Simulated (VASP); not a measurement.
A run of VASP 6.6.1:

File INCAR:

```
SYSTEM = CdF2
PREC     = Accurate       ! precision mode
ENCUT    = 600            ! plane-wave cutoff, eV
EDIFF    = 1E-6           ! SCF threshold, eV
ISMEAR   = 0              ! smearing method
SIGMA    = 0.05           ! smearing width, eV
LREAL    = .FALSE.        ! projectors in reciprocal space
LASPH    = .TRUE.         ! aspherical terms in the spheres
NELM     = 120            ! most SCF steps
ALGO     = Normal         ! electronic algorithm
ISIF     = 2              ! what is computed and relaxed
LWAVE    = .FALSE.        ! write WAVECAR
LCHARG   = .FALSE.        ! write CHGCAR
GGA      = PS             ! functional
IVDW     = 12             ! dispersion correction
NBANDS   = 24             ! bands
GGA_COMPAT= .FALSE.
```

The input KPOINTS:

```
Automatic mesh
0
G
  8 8 8
  0 0 0
```

Contents of POSCAR:

```
CdF2
1.0
    0.0000000000      2.6598329704      2.6598329704
    2.6598329704      0.0000000000      2.6598329704
    2.6598329704      2.6598329704      0.0000000000
Cd F
1 2
Direct
    0.0000000000      0.0000000000      0.0000000000
    0.2500000000      0.2500000000      0.2500000000
    0.7500000000      0.7500000000      0.7500000000
```

Potentials or basis: VASP PAW PBE potentials, release 64 (Cd_sv_GW, F).

The run is started by

```bash
$ cat potpaw_PBE.64/Cd_sv_GW/POTCAR potpaw_PBE.64/F/POTCAR > POTCAR
$ mpirun -np 1 vasp_std > vasp.out
```

Hardware: 1 thread of Intel(R) Xeon(R) 6975P-C (Granite Rapids), with other jobs on the host.

Question: How long does it take, and how much memory?

Answer: Wall time 17 s on 1 thread of Intel(R) Xeon(R) 6975P-C (Granite Rapids), with other jobs on the host, peak memory 0.2 GiB. Counts: scf iterations 14, k points 29.
